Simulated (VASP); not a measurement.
Wanted: the native input for a VASP 6.6.1 run.

```
Task                   : single point
Functional             : LDA
Potentials or basis    : VASP PAW LDA potentials, release 64 (Hf_pv, O)
Cutoff                 : 600 eV
k mesh                 : 6 × 6 × 6
Occupations            : gaussian, width 0.01 eV
Spin                   : no spin polarisation
Dipole correction      : no
Further INCAR settings : ALGO = Normal; EDIFF = 1e-06; NBANDS = 18
```

The structure of HfO2 lies in POSCAR:

```
HfO2
1.0
    0.0000000000      2.5291823181      2.5291823181
    2.5291823181      0.0000000000      2.5291823181
    2.5291823181      2.5291823181      0.0000000000
Hf O
1 2
Direct
    0.0000000000      0.0000000000      0.0000000000
    0.2500000000      0.2500000000      0.2500000000
    0.7500000000      0.7500000000      0.7500000000
```

The input as run:

INCAR

```
SYSTEM = HfO2
PREC     = Accurate       ! precision mode
ENCUT    = 600            ! plane-wave cutoff, eV
EDIFF    = 1E-6           ! SCF threshold, eV
ISMEAR   = 0              ! smearing method
SIGMA    = 0.01           ! smearing width, eV
LREAL    = .FALSE.        ! projectors in reciprocal space
LASPH    = .TRUE.         ! aspherical terms in the spheres
NELM     = 120            ! most SCF steps
ALGO     = Normal         ! electronic algorithm
ISIF     = 2              ! what is computed and relaxed
LWAVE    = .FALSE.        ! write WAVECAR
LCHARG   = .TRUE.         ! write CHGCAR
LELF     = .TRUE.         ! ELF
LVHAR    = .TRUE.       
NBANDS   = 18             ! bands
GGA_COMPAT= .FALSE.
```

KPOINTS

```
Automatic mesh
0
G
  6 6 6
  0 0 0
```

Potentials or basis: VASP PAW LDA potentials, release 64 (Hf_pv, O).

The run is started by

```sh
$ cat potpaw_LDA.64/Hf_pv/POTCAR potpaw_LDA.64/O/POTCAR > POTCAR
$ mpirun -np 1 vasp_std > vasp.out
```

It gave:

* Pressure: -12.3 GPa
* Band gap on the k mesh: 3.61 eV, direct

Caveat: spin-orbit coupling is left out, which moves the levels of the heavy elements.

It took 13 s on 1 thread of Intel(R) Xeon(R) Platinum 8488C (Sapphire Rapids), with other jobs on the host, peak memory 0.15 GiB.
